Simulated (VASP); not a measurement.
# AlNi (Pm-3m) in VASP: notebook

Runs on AlNi. Level: PBEsol. Tasks: single point.

Program: VASP 6.6.1. These are calculated values, not measurements. Logs are shortened: lines on timing, memory, paths and dates and some standing lists are left out, and cuts for length are marked.

### Step 1. The cell of the first run

Symmetry: Pm-3m, No. 221, cubic system. The conventional cell has a = 2.955 Å, b = 2.955 Å, c = 2.955 Å, α = 90.00°, β = 90.00°, γ = 90.00°. Al (site symmetry m-3m) has 8 Ni at 2.56 Å and 6 Al at 2.95 Å within 3.4 Å. Ni (site symmetry m-3m) has 8 Al at 2.56 Å and 6 Ni at 2.95 Å within 3.4 Å.

### Step 2. Single point, PBEsol (volume scaled by 1.10)

Input file INCAR:

```
PREC = Accurate ; ENCUT = 520
EDIFF = 1E-6 ; ISMEAR = 0
SIGMA = 0.1 ; LREAL = F
LASPH = T ; NELM = 80
ALGO = Normal ; ISIF = 2
LWAVE = F ; LCHARG = T
GGA = PS ; LELF = T
LVHAR = T ; NBANDS = 14
```

Input file KPOINTS:

```
Automatic mesh
0
Gamma
  14 14 14
```

Input file POSCAR:

```
AlNi
1.0
    2.9545565860      0.0000000000      0.0000000000
    0.0000000000      2.9545565860      0.0000000000
    0.0000000000      0.0000000000      2.9545565860
Al Ni
1 1
Direct
    0.0000000000      0.0000000000      0.0000000000
    0.5000000000      0.5000000000      0.5000000000
```

Potentials or basis: VASP PAW PBE potentials, release 64 (Al, Ni).

On the command line:

```console
cat potpaw_PBE.64/Al/POTCAR potpaw_PBE.64/Ni/POTCAR > POTCAR
mpirun -np 1 vasp_std > vasp.out
```

OUTCAR:

```text
PREC = Accurate
   ENCUT = 520
   EDIFF = 1E-6
   ISMEAR = 0
   LREAL = F
   LASPH = T
   NELM = 80
   ISIF = 2
   GGA = PS

 ion  position               nearest neighbor table
   1  0.000  0.000  0.000-   2 2.56   2 2.56   2 2.56   2 2.56   2 2.56   2 2.56   2 2.56   2 2.56

   2  0.500  0.500  0.500-   1 2.56   1 2.56   1 2.56   1 2.56   1 2.56   1 2.56   1 2.56   1 2.56

  LATTYP: Found a simple cubic cell.
 ALAT       =     2.9545565860

  Lattice vectors:

 A1 = (   2.9545565860,   0.0000000000,   0.0000000000)
 A2 = (   0.0000000000,   2.9545565860,   0.0000000000)
 A3 = (   0.0000000000,   0.0000000000,   2.9545565860)

Analysis of symmetry for initial positions (statically):
=====================================================================
 Subroutine PRICEL returns:
 Original cell was already a primitive cell.

 Routine SETGRP: Setting up the symmetry group for a
 simple cubic supercell.

 Subroutine GETGRP returns: Found 48 space group operations
 (whereof 48 operations were pure point group operations)
 out of a pool of 48 trial point group operations.

The static configuration has the point symmetry O_h .

Analysis of symmetry for dynamics (positions and initial velocities):
=====================================================================
 Subroutine PRICEL returns:
 Original cell was already a primitive cell.

 Routine SETGRP: Setting up the symmetry group for a
 simple cubic supercell.

 Subroutine GETGRP returns: Found 48 space group operations
 (whereof 48 operations were pure point group operations)
 out of a pool of 48 trial point group operations.

The dynamic configuration has the point symmetry O_h .

 Subroutine INISYM returns: Found 48 space group operations
 (whereof 48 operations are pure point group operations),
 and found     1 'primitive' translations

----------------------------------------------------------------------------------------

                                     Primitive cell

  volume of cell :      25.7915

  direct lattice vectors                    reciprocal lattice vectors
     2.954556586  0.000000000  0.000000000     0.338460263  0.000000000  0.000000000
     0.000000000  2.954556586  0.000000000     0.000000000  0.338460263  0.000000000
     0.000000000  0.000000000  2.954556586     0.000000000  0.000000000  0.338460263

  length of vectors
     2.954556586  2.954556586  2.954556586     0.338460263  0.338460263  0.338460263

  position of ions in fractional coordinates (direct lattice)
     0.000000000  0.000000000  0.000000000
     0.500000000  0.500000000  0.500000000

[... 82 lines left out ...]
   ISIF   =      2    stress and relaxation
   ISYM   =      2    0-nonsym 1-usesym 2-fastsym
   POTIM  = 0.5000    time-step for ionic-motion
   TEBEG  =    0.0;   TEEND  =   0.0 temperature during run
   PSTRESS=    0.0 pullay stress
   NELECT =      13.0000    total number of electrons
   NUPDOWN=      -1.0000    fix difference up-down
   EMIN   =  10.00;   EMAX   =-10.00  energy-range for DOS
   EFERMI =   0.00;   METHOD = LEGACY
   ISMEAR =     0;   SIGMA  =   0.10  broadening in eV -4-tet -1-fermi 0-gaus
   EFERMI_NEDOS =   21; number of points for ismear=-14 and -15
   IALGO  =     38    algorithm
   IMIX   =      4    mixing-type and parameters
     AMIX     =   0.40;   BMIX     =  1.00
     AMIX_MAG =   1.60;   BMIX_MAG =  1.00
  volume/ion in A,a.u.               =      12.90        87.02
  Fermi-wavevector in a.u.,A,eV,Ry     =   1.302858  2.462044 23.095047  1.697438
  Thomas-Fermi vector in A             =   2.433898
   LORBIT       =      0    0 simple, 1 ext, 2 COOP (PROOUT), +10 PAW based schemes
   GGA     = PS    functional components
   LHFCALC =     F    Hartree Fock is set to
   AEXX    =    0.0000 exact exchange contribution
   IVDW    =     0    specifies the selected vdW correction
   LEPSILON=     F    determine dielectric tensor
   LRPA    =     F    only Hartree local field effects (RPA)
 non-spin polarized calculation
 Gauss-broadening in eV      SIGMA  =   0.10
  energy-cutoff  :      520.00
  volume of cell :       25.79
 maximum number of plane-waves:       739
 NGX is ok and might be reduce to    24
   NGX = 11   NGY = 11   NGZ = 11

 number of electron      12.9999991 magnetization

 Free energy of the ion-electron system (eV)
  ---------------------------------------------------
  ext. energy  EPLUGINS =         0.00000000
  ---------------------------------------------------
  free energy    TOTEN  =       -11.48297112 eV

  energy without entropy =      -11.47767301  energy(sigma->0) =      -11.48032207

 E-fermi :   8.9119     XC(G=0): -11.8044

 val. band max:        8.8958490561   @ k =   0.4286   0.3571   0.2143
 cond. band min:       8.9422564240   @ k =   0.3571   0.2857   0.0714
 fundamental gap:      0.0464073679
 Fermi energy:         8.9119061957

 k-point     1 :       0.0000    0.0000    0.0000
  band No.  band energies     occupation
      1      -1.6547      2.00000
      2       6.0459      2.00000
      3       6.0459      2.00000
      4       7.5429      2.00000
      5       7.5429      2.00000
      6       7.5429      2.00000
      7      14.1234      0.00000
      8      14.1234      0.00000
      9      14.1234      0.00000
     10      16.8417      0.00000
     11      16.8417      0.00000
     12      21.3554      0.00000
     13      28.9748      0.00000
     14      28.9748      0.00000
[... 377 lines left out ...]
      1       1.2355      2.00000
      2       5.0063      2.00000
      3       6.3680      2.00000
      4       6.8446      2.00000
      5       7.0674      2.00000
      6       7.3740      2.00000
      7       8.8226      1.79347
      8      12.4195      0.00000
      9      16.4367      0.00000
     10      17.5679      0.00000
     11      19.9100      0.00000
     12      22.0754      0.00000
     13      24.2810      0.00000
     14      25.6574      0.00000

 [... further k-points ...]
[... 5 lines left out ...]
  --------------------------------------------------------------------------------------
  -------------------------------------------------------------------------------------
  Total       -2.1398080     -2.1398080     -2.1398080      0.0000000     -0.0000000     -0.0000000
  in kB     -132.9255444   -132.9255444   -132.9255444      0.0000000     -0.0000000     -0.0000000
  external PRESSURE =    -132.9255444 kB  Pullay stress =       0.0000000 kB

 VOLUME and BASIS-vectors are now :
 -----------------------------------------------------------------------------
  energy-cutoff  :      520.00
  volume of cell :       25.79
      direct lattice vectors                 reciprocal lattice vectors
     2.954556586  0.000000000  0.000000000     0.338460263  0.000000000  0.000000000
     0.000000000  2.954556586  0.000000000     0.000000000  0.338460263  0.000000000
     0.000000000  0.000000000  2.954556586     0.000000000  0.000000000  0.338460263

 POSITION                                       TOTAL-FORCE (eV/Angst)
 -----------------------------------------------------------------------------------
      0.00000      0.00000      0.00000         0.000000      0.000000      0.000000
      1.47728      1.47728      1.47728         0.000000      0.000000      0.000000
 -----------------------------------------------------------------------------------
    total drift:                                0.000000      0.000000     -0.000000

  FREE ENERGIE OF THE ION-ELECTRON SYSTEM (eV)
  ---------------------------------------------------
  free  energy   TOTEN  =       -11.4829711232 eV

  energy  without entropy=      -11.4776730137  energy(sigma->0) =      -11.48032207
```

stdout:

```text
POSCAR found type information on POSCAR AlNi
 POSCAR found :  2 types and       2 ions
 scaLAPACK will be used
 -----------------------------------------------------------------------------
|                                                                             |
|                                                                             |
|     You enforced a specific xc type in the INCAR file but a different       |
|     I HOPE YOU KNOW WHAT YOU ARE DOING!                                     |
|                                                                             |
 -----------------------------------------------------------------------------

 LDA part: xc-table for (Slater+PW92), standard interpolation
 POSCAR, INCAR and KPOINTS ok, starting setup
 FFT: planning ... GRIDC
 FFT: planning ... GRID_SOFT
 FFT: planning ... GRID
 WAVECAR not read
 entering main loop
```

It took 12 s on 1 thread of Intel Xeon 6975P-C (Granite Rapids), shared host; peak memory 0.17 GiB.

What came out:

- Free energy: -11.4830 eV
- Pressure: -13.3 GPa

Caveat: the cell differs from its parent crystal (volume scaled by 1.10); the PAW data sets were made with another functional, which shifts forces and pressure a little. Spin polarisation is off, so any magnetic state and its effect on volume and gap are missing.

### Step 3. Single point, PBEsol

This run uses another cell than the first one, of 11.72 Å³/atom, 0.909 times its volume.

Input file INCAR:

```
SYSTEM = AlNi
ALGO = Normal ; EDIFF = 1E-7
ENCUT = 520 ; GGA = PS
ISIF = 2 ; ISMEAR = 0
LASPH = .TRUE. ; LCHARG = .FALSE.
LREAL = .FALSE. ; LWAVE = .FALSE.
NBANDS = 14 ; NELM = 100
PREC = Accurate ; SIGMA = 0.15
```

Input file KPOINTS:

```
k-points
0
G
  20 20 20
  0 0 0
```

Input file POSCAR:

```
AlNi
1.0
    2.8621655516      0.0000000000      0.0000000000
    0.0000000000      2.8621655516      0.0000000000
    0.0000000000      0.0000000000      2.8621655516
Al Ni
1 1
Direct
    0.0000000000      0.0000000000      0.0000000000
    0.5000000000      0.5000000000      0.5000000000
```

Potentials or basis: VASP PAW PBE potentials, release 64 (Al, Ni).

On the command line:

```console
cat potpaw_PBE.64/Al/POTCAR potpaw_PBE.64/Ni/POTCAR > POTCAR
mpirun -np 1 vasp_std > vasp.out
```

Wall time 38 s (1 thread of Intel Xeon Platinum 8559C (Emerald Rapids), shared host); peak memory 0.21 GiB.

It converged, with:

| Quantity | Value |
| --- | --- |
| Free energy | -11.5906 eV |
| Pressure | 0.2 GPa |

Levels at points of the mesh, in eV from the Fermi level:
```tsv
k point	band 4	band 5	band 6	band 7	band 8	band 9	band 10	band 11
(0.00, 0.00, 0.00)	-1.58	-1.58	-1.58	5.58	5.58	5.58	8.21	8.21
(0.50, 0.00, 0.00)	-2.30	-2.30	-1.49	-0.66	8.32	10.09	10.09	11.10
(0.50, 0.50, 0.00)	-2.93	-2.13	-2.13	-1.04	1.50	2.60	12.51	15.29
(0.50, 0.50, 0.50)	-1.01	-1.01	1.97	1.97	1.97	3.91	4.56	4.56
```

Caveat: the PAW data sets were made with another functional, which shifts forces and pressure a little. Spin polarisation is off, so any magnetic state and its effect on volume and gap are missing.
